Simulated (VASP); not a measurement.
## Bi: single point with PBEsol

Bi:

```
CELL_PARAMETERS angstrom
-1.95537 1.95537 1.95537
1.95537 -1.95537 1.95537
1.95537 1.95537 -1.95537
ATOMIC_POSITIONS crystal
Bi 0.00000 0.00000 0.00000
```

This isn't the form of Bi at room conditions, which is rhombohedral.

| Quantity | Value |
| --- | --- |
| Program | VASP 6.6.1 |
| Task | single point |
| Functional | PBEsol |
| Potentials or basis | VASP PAW PBE potentials, release 64 (Bi_d) |
| Cutoff | 500 eV |
| k mesh | 8 × 8 × 8 |
| Occupations | gaussian, width 0.05 eV |
| Spin | no spin polarisation |

```
Pressure               : 0.0 GPa
Band gap on the k mesh : zero (an odd number of electrons rules out a gap without spin polarisation)
```

Levels at points of the mesh, in eV from the Fermi level:
| k point | band 4 | band 5 | band 6 | band 7 | band 8 | band 9 | band 10 | band 11 |
| --- | --- | --- | --- | --- | --- | --- | --- | --- |
| (0.00, 0.00, 0.00) | -22.85 | -22.85 | -13.82 | 5.40 | 5.40 | 5.40 | 9.62 | 10.48 |
| (0.50, 0.00, 0.00) | -22.85 | -22.75 | -10.54 | -5.32 | 1.64 | 3.55 | 6.10 | 7.67 |
| (0.50, 0.50, 0.50) | -22.77 | -22.77 | -8.26 | -1.90 | -1.90 | -1.90 | 3.47 | 3.47 |

It took 14 s on 1 thread of AMD EPYC 7R43 64-Core Processor (Zen 3), with other jobs on the host, peak memory 0.11 GiB.

Caveat: the PAW data sets were made with another functional, which shifts forces and pressure a little; spin-orbit coupling is left out, which moves the levels of the heavy elements.
